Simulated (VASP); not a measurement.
# BiTe (Fm-3m) in VASP: a series of runs

Runs on BiTe. Level: LDA. Tasks: single point.

All numbers are computed with VASP 6.6.1; they aren't measurements. Logs are shortened: lines on timing, memory, paths and dates and some standing lists are left out, and cuts for length are marked.

## 1. The cell of the first run

It takes space group Fm-3m (No. 225, cubic). The conventional cell has a = 6.338 Å, b = 6.338 Å, c = 6.338 Å, α = 90.00°, β = 90.00°, γ = 90.00°. Bi (site symmetry m-3m) has 6 Te at 3.17 Å within 4.2 Å. Te (site symmetry m-3m) has 6 Bi at 3.17 Å within 4.2 Å.

## 2. Single point, LDA (volume scaled by 0.94)

Input file INCAR:

```
SYSTEM = BiTe
ALGO = Normal ; EDIFF = 1E-6
ENCUT = 520 ; ISIF = 2
ISMEAR = -1 ; LASPH = .TRUE.
LCHARG = .FALSE. ; LREAL = .FALSE.
LWAVE = .FALSE. ; NBANDS = 18
NELM = 80 ; PREC = Accurate
SIGMA = 0.08
```

Input file KPOINTS:

```
k-points
0
G
  10 10 10
  0 0 0
```

Input file POSCAR:

```
BiTe
1.0
    0.0000000000      3.1689610617      3.1689610617
    3.1689610617      0.0000000000      3.1689610617
    3.1689610617      3.1689610617      0.0000000000
Bi Te
1 1
Direct
    0.0000000000      0.0000000000      0.0000000000
    0.5000000000      0.5000000000      0.5000000000
```

Potentials or basis: VASP PAW LDA potentials, release 64 (Bi_d, Te).

The run is started by

```sh
> cat potpaw_LDA.64/Bi_d/POTCAR potpaw_LDA.64/Te/POTCAR > POTCAR
> mpirun -np 1 vasp_std > vasp.out
```

OUTCAR:

```text
SYSTEM = BiTe
   EDIFF = 1E-6
   ENCUT = 520
   ISIF = 2
   ISMEAR = -1
   LASPH = .TRUE.
   LREAL = .FALSE.
   NELM = 80
   PREC = Accurate

 ion  position               nearest neighbor table
   1  0.000  0.000  0.000-   2 3.17   2 3.17   2 3.17   2 3.17   2 3.17   2 3.17
   2  0.500  0.500  0.500-   1 3.17   1 3.17   1 3.17   1 3.17   1 3.17   1 3.17

  LATTYP: Found a face centered cubic cell.
 ALAT       =     6.3379221234

  Lattice vectors:

 A1 = (   0.0000000000,   3.1689610617,   3.1689610617)
 A2 = (   3.1689610617,   0.0000000000,   3.1689610617)
 A3 = (   3.1689610617,   3.1689610617,   0.0000000000)

Analysis of symmetry for initial positions (statically):
=====================================================================
 Subroutine PRICEL returns:
 Original cell was already a primitive cell.

 Routine SETGRP: Setting up the symmetry group for a
 face centered cubic supercell.

 Subroutine GETGRP returns: Found 48 space group operations
 (whereof 48 operations were pure point group operations)
 out of a pool of 48 trial point group operations.

The static configuration has the point symmetry O_h .

Analysis of symmetry for dynamics (positions and initial velocities):
=====================================================================
 Subroutine PRICEL returns:
 Original cell was already a primitive cell.

 Routine SETGRP: Setting up the symmetry group for a
 face centered cubic supercell.

 Subroutine GETGRP returns: Found 48 space group operations
 (whereof 48 operations were pure point group operations)
 out of a pool of 48 trial point group operations.

The dynamic configuration has the point symmetry O_h .

 Subroutine INISYM returns: Found 48 space group operations
 (whereof 48 operations are pure point group operations),
 and found     1 'primitive' translations

----------------------------------------------------------------------------------------

                                     Primitive cell

  volume of cell :      63.6474

  direct lattice vectors                    reciprocal lattice vectors
     0.000000000  3.168961062  3.168961062    -0.157780418  0.157780418  0.157780418
     3.168961062  0.000000000  3.168961062     0.157780418 -0.157780418  0.157780418
     3.168961062  3.168961062  0.000000000     0.157780418  0.157780418 -0.157780418

  length of vectors
     4.481587712  4.481587712  4.481587712     0.273283700  0.273283700  0.273283700

  position of ions in fractional coordinates (direct lattice)
     0.000000000  0.000000000  0.000000000
     0.500000000  0.500000000  0.500000000

  ion indices of the primitive-cell ions
   primitive index   ion index
                 1           1
                 2           2

----------------------------------------------------------------------------------------

 KPOINTS: k-points

Automatic generation of k-mesh.
 Grid dimensions read from file:
 generate k-points for:   10   10   10

 Generating k-lattice:

  Cartesian coordinates                     Fractional coordinates (reciprocal lattice)
    -0.015778042  0.015778042  0.015778042     0.100000000  0.000000000  0.000000000
     0.015778042 -0.015778042  0.015778042     0.000000000  0.100000000  0.000000000
     0.015778042  0.015778042 -0.015778042     0.000000000  0.000000000  0.100000000

  Length of vectors
     0.027328370  0.027328370  0.027328370

  Shift w.r.t. Gamma in fractional coordinates (k-lattice)
     0.000000000  0.000000000  0.000000000

 Subroutine IBZKPT returns following result:
 ===========================================

 Found     47 irreducible k-points:

 Following reciprocal coordinates:
            Coordinates               Weight
  0.000000  0.000000  0.000000      1.000000
  0.100000  0.000000  0.000000      8.000000
  0.200000  0.000000  0.000000      8.000000
  0.300000  0.000000  0.000000      8.000000
  0.400000  0.000000  0.000000      8.000000
  0.500000  0.000000  0.000000      4.000000
[... 16 lines left out ...]
  0.300000  0.300000  0.000000      6.000000
  0.400000  0.300000  0.000000     24.000000
 [... further k-points ...]
   k-points           NKPTS =     47   k-points in BZ     NKDIM =     47   number of bands    NBANDS=     18
   number of dos      NEDOS =    301   number of ions     NIONS =      2
   total plane-waves  NPLWV =  46656
   dimension x,y,z NGX =    36 NGY =   36 NGZ =   36
   dimension x,y,z NGXF=    72 NGYF=   72 NGZF=   72
   ions per type =               1   1
   NGX,Y,Z   is equivalent  to a cutoff of  13.35, 13.35, 13.35 a.u.
   NGXF,Y,Z  is equivalent  to a cutoff of  26.71, 26.71, 26.71 a.u.
 SYSTEM =  BiTe
   PREC   = accura    normal or accurate (medium, high low for compatibility)
   ISTART =      0    job   : 0-new  1-cont  2-samecut
   ICHARG =      2    charge: 1-file 2-atom 10-const
   ISPIN  =      1    spin polarized calculation?
   LNONCOLLINEAR =      F non collinear calculations
   LSORBIT =      F    spin-orbit coupling
   LASPH  =      T    aspherical Exc in radial PAW
   ENCUT  =  520.0 eV  38.22 Ry    6.18 a.u.   8.33  8.33  8.33*2*pi/ulx,y,z
   NELM   =     80;   NELMIN=  2; NELMDL= -5     # of ELM steps
   EDIFF  = 0.1E-05   stopping-criterion for ELM
   LREAL  =      F    real-space projection
   EDIFFG = 0.1E-04   stopping-criterion for IOM
   NSW    =      0    number of steps for IOM
   IBRION =     -1    ionic relax: 0-MD 1-quasi-New 2-CG
   NFREE  =      0    steps in history (QN), initial steepest desc. (CG)
   ISIF   =      2    stress and relaxation
   ISYM   =      2    0-nonsym 1-usesym 2-fastsym
   POTIM  = 0.5000    time-step for ionic-motion
   TEBEG  =    0.0;   TEEND  =   0.0 temperature during run
   PSTRESS=    0.0 pullay stress
   NELECT =      21.0000    total number of electrons
   NUPDOWN=      -1.0000    fix difference up-down
   EMIN   =  10.00;   EMAX   =-10.00  energy-range for DOS
   EFERMI =   0.00;   METHOD = LEGACY
   ISMEAR =    -1;   SIGMA  =   0.08  broadening in eV -4-tet -1-fermi 0-gaus
   EFERMI_NEDOS =   21; number of points for ismear=-14 and -15
   IALGO  =     38    algorithm
   IMIX   =      4    mixing-type and parameters
     AMIX     =   0.40;   BMIX     =  1.00
     AMIX_MAG =   1.60;   BMIX_MAG =  1.00
  volume/ion in A,a.u.               =      31.82       214.76
[... 19 lines left out ...]
  ---------------------------------------------------
  ext. energy  EPLUGINS =         0.00000000
  ---------------------------------------------------
  free energy    TOTEN  =        -8.53275266 eV

  energy without entropy =       -8.50343770  energy(sigma->0) =       -8.51809518

 E-fermi :   7.2068     XC(G=0):  -9.9477

 val. band max:        7.1821203712   @ k =  -0.2000   0.1000   0.0000
 cond. band min:       7.2523837186   @ k =   0.2000   0.2000   0.0000
 fundamental gap:      0.0702633474
 Fermi energy:         7.2068406699

 k-point     1 :       0.0000    0.0000    0.0000
  band No.  band energies     occupation
      1     -15.8943      2.00000
      2     -15.8943      2.00000
      3     -15.8830      2.00000
      4     -15.8830      2.00000
      5     -15.8830      2.00000
      6      -6.7622      2.00000
[... 10 lines left out ...]
     17      13.5473      0.00000
     18      13.5837      0.00000

 k-point     2 :       0.1000    0.0000    0.0000
  band No.  band energies     occupation
      1     -15.8948      2.00000
      2     -15.8948      2.00000
      3     -15.8828      2.00000
      4     -15.8824      2.00000
      5     -15.8824      2.00000
      6      -6.6656      2.00000
[... 10 lines left out ...]
     17      14.2074      0.00000
     18      14.3180      0.00000

 k-point     3 :       0.2000    0.0000    0.0000
  band No.  band energies     occupation
      1     -15.8962      2.00000
      2     -15.8962      2.00000
      3     -15.8823      2.00000
      4     -15.8803      2.00000
      5     -15.8803      2.00000
      6      -6.3779      2.00000
[... 10 lines left out ...]
     17      15.5904      0.00000
     18      15.8028      0.00000

 k-point     4 :       0.3000    0.0000    0.0000
  band No.  band energies     occupation
      1     -15.8981      2.00000
      2     -15.8981      2.00000
      3     -15.8815      2.00000
      4     -15.8775      2.00000
      5     -15.8775      2.00000
      6      -5.9070      2.00000
[... 10 lines left out ...]
     17      16.9144      0.00000
     18      17.4348      0.00000

 k-point     5 :       0.4000    0.0000    0.0000
  band No.  band energies     occupation
      1     -15.8998      2.00000
      2     -15.8998      2.00000
      3     -15.8810      2.00000
      4     -15.8752      2.00000
      5     -15.8752      2.00000
      6      -5.2708      2.00000
[... 10 lines left out ...]
     17      16.4319      0.00000
     18      17.7038      0.00000

 k-point     6 :       0.5000    0.0000    0.0000
  band No.  band energies     occupation
      1     -15.9004      2.00000
      2     -15.9004      2.00000
      3     -15.8808      2.00000
      4     -15.8743      2.00000
      5     -15.8743      2.00000
      6      -4.6404      2.00000
[... 10 lines left out ...]
     17      15.4546      0.00000
     18      16.5601      0.00000

 k-point     7 :       0.1000    0.1000    0.0000
  band No.  band energies     occupation
      1     -15.8961      2.00000
      2     -15.8938      2.00000
      3     -15.8835      2.00000
      4     -15.8818      2.00000
      5     -15.8818      2.00000
      6      -6.6340      2.00000
[... 10 lines left out ...]
     17      13.8211      0.00000
     18      14.0636      0.00000

 k-point     8 :       0.2000    0.1000    0.0000
  band No.  band energies     occupation
      1     -15.8980      2.00000
      2     -15.8939      2.00000
      3     -15.8835      2.00000
      4     -15.8802      2.00000
      5     -15.8799      2.00000
      6      -6.4119      2.00000
[... 10 lines left out ...]
     17      14.5428      0.00000
     18      14.7222      0.00000
[... 229 lines left out ...]
     17      16.3120      0.00000
     18      17.0521      0.00000

 k-point    20 :      -0.4000    0.2000    0.0000
  band No.  band energies     occupation
      1     -15.9033      2.00000
      2     -15.8978      2.00000
      3     -15.8792      2.00000
      4     -15.8757      2.00000
      5     -15.8736      2.00000
      6      -4.5630      2.00000
[... 10 lines left out ...]
     17      16.9243      0.00000
     18      18.3823      0.00000

 k-point    21 :      -0.3000    0.2000    0.0000
  band No.  band energies     occupation
      1     -15.9006      2.00000
      2     -15.8989      2.00000
      3     -15.8793      2.00000
      4     -15.8761      2.00000
      5     -15.8757      2.00000
      6      -5.2079      2.00000
[... 10 lines left out ...]
     17      15.8581      0.00000
     18      16.9135      0.00000

 k-point    22 :      -0.2000    0.2000    0.0000
  band No.  band energies     occupation
      1     -15.8989      2.00000
      2     -15.8978      2.00000
      3     -15.8809      2.00000
      4     -15.8781      2.00000
      5     -15.8765      2.00000
      6      -5.7628      2.00000
[... 10 lines left out ...]
     17      15.2784      0.00000
     18      16.7156      0.00000

 k-point    23 :       0.3000    0.3000    0.0000
  band No.  band energies     occupation
      1     -15.9071      2.00000
      2     -15.8903      2.00000
      3     -15.8862      2.00000
      4     -15.8740      2.00000
      5     -15.8740      2.00000
      6      -5.6959      2.00000
[... 10 lines left out ...]
     17      15.3429      0.00000
     18      15.3429      0.00000

 k-point    24 :       0.4000    0.3000    0.0000
  band No.  band energies     occupation
      1     -15.9094      2.00000
      2     -15.8904      2.00000
      3     -15.8861      2.00000
      4     -15.8724      2.00000
      5     -15.8720      2.00000
      6      -5.3196      2.00000
[... 10 lines left out ...]
     17      16.2483      0.00000
     18      16.3229      0.00000

 [... further k-points ...]

------------------------ aborting loop because EDIFF is reached ----------------------------------------

  FORCE on cell =-STRESS in cart. coord.  units (eV):
  Direction    XX          YY          ZZ          XY          YZ          ZX
  --------------------------------------------------------------------------------------
  -------------------------------------------------------------------------------------
  Total        0.1774428      0.1774428      0.1774428      0.0000000      0.0000000     -0.0000000
  in kB        4.4667143      4.4667143      4.4667143      0.0000000      0.0000000     -0.0000000
  external PRESSURE =       4.4667143 kB  Pullay stress =       0.0000000 kB

 VOLUME and BASIS-vectors are now :
 -----------------------------------------------------------------------------
  energy-cutoff  :      520.00
  volume of cell :       63.65
      direct lattice vectors                 reciprocal lattice vectors
     0.000000000  3.168961062  3.168961062    -0.157780418  0.157780418  0.157780418
     3.168961062  0.000000000  3.168961062     0.157780418 -0.157780418  0.157780418
     3.168961062  3.168961062  0.000000000     0.157780418  0.157780418 -0.157780418

 POSITION                                       TOTAL-FORCE (eV/Angst)
 -----------------------------------------------------------------------------------
      0.00000      0.00000      0.00000        -0.000000      0.000000     -0.000000
      3.16896      3.16896      3.16896         0.000000     -0.000000      0.000000
 -----------------------------------------------------------------------------------
    total drift:                               -0.000000      0.000000      0.000000

  FREE ENERGIE OF THE ION-ELECTRON SYSTEM (eV)
  ---------------------------------------------------
  free  energy   TOTEN  =        -8.5327526616 eV

  energy  without entropy=       -8.5034377002  energy(sigma->0) =       -8.51809518
```

Run time: 17 s. Hardware: 1 thread of Intel Xeon 6975P-C (Granite Rapids), shared host; peak memory 0.2 GiB.

Results:

```
Free energy : -8.5328 eV
Pressure    : 0.4 GPa
```

Caveat: the cell differs from its parent crystal (volume scaled by 0.94); spin-orbit coupling is left out, which moves the levels of the heavy elements.

## 3. Single point, LDA (volume scaled by 0.98)

Input file INCAR:

```
ALGO     = Normal         # electronic algorithm
EDIFF    = 1E-7           # SCF threshold, eV
ENCUT    = 520            # plane-wave cutoff, eV
ISIF     = 2              # what is computed and relaxed
ISMEAR   = -1             # smearing method
LASPH    = True           # aspherical terms in the spheres
LCHARG   = False          # write CHGCAR
LREAL    = False          # projectors in reciprocal space
LWAVE    = False          # write WAVECAR
NBANDS   = 18             # bands
NELM     = 100            # most SCF steps
PREC     = Accurate       # precision mode
SIGMA    = 0.08           # smearing width, eV
```

Input file KPOINTS:

```
k-points
0
Gamma
  10 10 10
```

Input file POSCAR:

```
BiTe
1.0
    0.0000000000      3.2132879364      3.2132879364
    3.2132879364      0.0000000000      3.2132879364
    3.2132879364      3.2132879364      0.0000000000
Bi Te
1 1
Direct
    0.0000000000      0.0000000000      0.0000000000
    0.5000000000      0.5000000000      0.5000000000
```

Potentials or basis: VASP PAW LDA potentials, release 64 (Bi_d, Te).

The run is started by

```sh
> cat potpaw_LDA.64/Bi_d/POTCAR potpaw_LDA.64/Te/POTCAR > POTCAR
> mpirun -np 1 vasp_std > vasp.out
```

It took 20 s on 1 thread of Intel Xeon 6975P-C (Granite Rapids), shared host; peak memory 0.2 GiB.

It converged, with:

| Quantity | Value |
| --- | --- |
| Free energy | -8.5215 eV |
| Pressure | -1.8 GPa |

Levels at points of the mesh, in eV from the Fermi level:
| k point | band 6 | band 7 | band 8 | band 9 | band 10 | band 11 | band 12 | band 13 | band 14 | band 15 |
| --- | --- | --- | --- | --- | --- | --- | --- | --- | --- | --- |
| (0.00, 0.00, 0.00) | -13.66 | -8.08 | -2.57 | -2.57 | -2.57 | 2.18 | 2.18 | 2.18 | 4.67 | 4.67 |
| (0.50, 0.00, 0.00) | -11.66 | -11.32 | -1.91 | -1.91 | -1.57 | -0.86 | -0.65 | -0.65 | 7.33 | 7.80 |
| (0.50, 0.50, 0.00) | -11.84 | -9.97 | -5.77 | -4.08 | -4.08 | 2.18 | 3.66 | 3.66 | 5.06 | 8.77 |

Caveat: the cell differs from its parent crystal (volume scaled by 0.98); spin-orbit coupling is left out, which moves the levels of the heavy elements.

## 4. Single point, LDA

This run uses another cell than the first one, of 33.86 Å³/atom, 1.064 times its volume.

Input file INCAR:

```
SYSTEM = BiTe
ALGO = Normal
EDIFF = 1E-6
ENCUT = 520
ISIF = 2
ISMEAR = -1
LASPH = .TRUE.
LCHARG = .FALSE.
LREAL = .FALSE.
LWAVE = .FALSE.
NBANDS = 18
NELM = 60
PREC = Accurate
SIGMA = 0.08
```

Input file KPOINTS:

```
k-points
0
G
  10 10 10
  0 0 0
```

Input file POSCAR:

```
BiTe
1.0
    0.0000000000      3.2350000000      3.2350000000
    3.2350000000      0.0000000000      3.2350000000
    3.2350000000      3.2350000000      0.0000000000
Bi Te
1 1
Direct
    0.0000000000      0.0000000000      0.0000000000
    0.5000000000      0.5000000000      0.5000000000
```

The run is started by

```sh
> cat potpaw_LDA.64/Bi_d/POTCAR potpaw_LDA.64/Te/POTCAR > POTCAR
> mpirun -np 1 vasp_std > vasp.out
```

It took 17 s on 1 thread of Intel Xeon 6975P-C (Granite Rapids), shared host; peak memory 0.2 GiB.

The run converged. Its results:

```
Free energy : -8.5027 eV
Pressure    : -2.8 GPa
```

Levels at points of the mesh, in eV from the Fermi level:
```csv
k point,band 7,band 8,band 9,band 10,band 11,band 12,band 13,band 14
"(0.00, 0.00, 0.00)",-8.16,-2.51,-2.51,-2.51,2.13,2.13,2.13,4.70
"(0.50, 0.00, 0.00)",-11.25,-1.87,-1.87,-1.57,-0.85,-0.62,-0.62,7.28
"(0.50, 0.50, 0.00)",-9.96,-5.63,-3.98,-3.98,2.25,3.56,3.56,4.92
```

Caveat: spin-orbit coupling is left out, which moves the levels of the heavy elements.

## 5. Single point, LDA (volume scaled by 1.01)

Input file INCAR:

```
ALGO = Normal
EDIFF = 1E-6
ENCUT = 520
ISIF = 2
ISMEAR = -1
LASPH = T
LCHARG = F
LREAL = F
LWAVE = F
NBANDS = 18
NELM = 80
PREC = Accurate
SIGMA = 0.08
```

Input file KPOINTS:

```
k-points
0
Gamma
  10 10 10
```

Input file POSCAR:

```
BiTe
1.0
    0.0000000000      3.2457475873      3.2457475873
    3.2457475873      0.0000000000      3.2457475873
    3.2457475873      3.2457475873      0.0000000000
Bi Te
1 1
Direct
    0.0000000000      0.0000000000      0.0000000000
    0.5000000000      0.5000000000      0.5000000000
```

The run is started by

```sh
> cat potpaw_LDA.64/Bi_d/POTCAR potpaw_LDA.64/Te/POTCAR > POTCAR
> mpirun -np 1 vasp_std > vasp.out
```

It took 17 s on 1 thread of Intel Xeon 6975P-C (Granite Rapids), shared host; peak memory 0.2 GiB.

The run converged. Its results:

- Free energy: -8.4904 eV
- Pressure: -3.2 GPa

Levels at points of the mesh, in eV from the Fermi level:
```
           k point  band 6  band 7  band 8  band 9  band 10  band 11  band 12  band 13  band 14  band 15
(0.00, 0.00, 0.00)  -13.45   -8.19   -2.48   -2.48    -2.48     2.11     2.11     2.11     4.71     4.71
(0.50, 0.00, 0.00)  -11.53  -11.21   -1.85   -1.85    -1.57    -0.85    -0.61    -0.61     7.26     7.72
(0.50, 0.50, 0.00)  -11.73   -9.96   -5.56   -3.93    -3.93     2.29     3.52     3.52     4.84     8.69
```

Caveat: the cell differs from its parent crystal (volume scaled by 1.01); spin-orbit coupling is left out, which moves the levels of the heavy elements.

## 6. Overview

```tsv
cell	gap on the mesh (eV)	pressure (GPa)
a = 4.482 Å, angles 60.0°, 2 atoms	none	0.4
a = 4.544 Å, angles 60.0°, 2 atoms	none	-1.8
a = 4.575 Å, angles 60.0°, 2 atoms	none	-2.8
a = 4.590 Å, angles 60.0°, 2 atoms	none	-3.2
```

Alike in all rows: task single point; level LDA; potentials or basis VASP PAW LDA potentials, release 64 (Bi_d, Te); no spin polarisation; k mesh 10 × 10 × 10; cutoff (eV) 520; smearing fermi-dirac 0.08 eV.

Caveats: spin-orbit coupling is left out, which moves the levels of the heavy elements.

Total energies depend on the potentials used, so only differences within one code and one set of settings carry meaning.
